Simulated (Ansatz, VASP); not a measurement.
## One calculation of Ge, two programs

The input INCAR:

```
ALGO = Normal ; EDIFF = 1E-6
ENCUT = 520 ; GGA = PE
ISIF = 2 ; ISMEAR = -1
LASPH = T ; LCHARG = F
LREAL = F ; LWAVE = F
NBANDS = 21 ; NELM = 80
PREC = Accurate ; SIGMA = 0.02
```

File KPOINTS:

```
k-points
0
Gamma
  6 6 6
```

Contents of POSCAR:

```
Ge
1.0
    0.0000000000      2.8218884098      2.8218884098
    2.8218884098      0.0000000000      2.8218884098
    2.8218884098      2.8218884098      0.0000000000
Ge
2
Direct
    0.0000000000      0.0000000000      0.0000000000
    0.2500000000      0.2500000000      0.2500000000
```

Input for Ansatz:

```yaml
crystal:
  lattice:
    - [0.0, 2.8218884098, 2.8218884098]
    - [2.8218884098, 0.0, 2.8218884098]
    - [2.8218884098, 2.8218884098, 0.0]
  atoms:
    - { symbol: Ge, position: [0.0, 0.0, 0.0] }
    - { symbol: Ge, position: [0.25, 0.25, 0.25] }
kpoints:
  mp_grid: { grid: [6, 6, 6] }
hamiltonian:
  xc: pbe
scf:
  occupations: { method: fermi_dirac, width: 0.02 }
  n_extra_bands: 4
output:
  forces: true
  stress: true
  eigenvalues: true
```

Alike in both runs: task single point; functional PBE; k mesh 6 × 6 × 6; occupations fermi-dirac, width 0.02 eV; no spin polarisation.

|  | VASP | Ansatz |
| --- | --- | --- |
| version | VASP 6.6.1 | Ansatz 0.2.0 |
| potentials or method | VASP PAW PBE potentials, release 64 (Ge_d) | plane waves, PAW |
| plane-wave cutoff (eV) | 520 | 420 |
| valence electrons in the cell | 28 | 28 |

VASP gave:

* pressure (GPa): 4.0

Q: Which values does Ansatz return?

A: Pressure (GPa): 4.1.
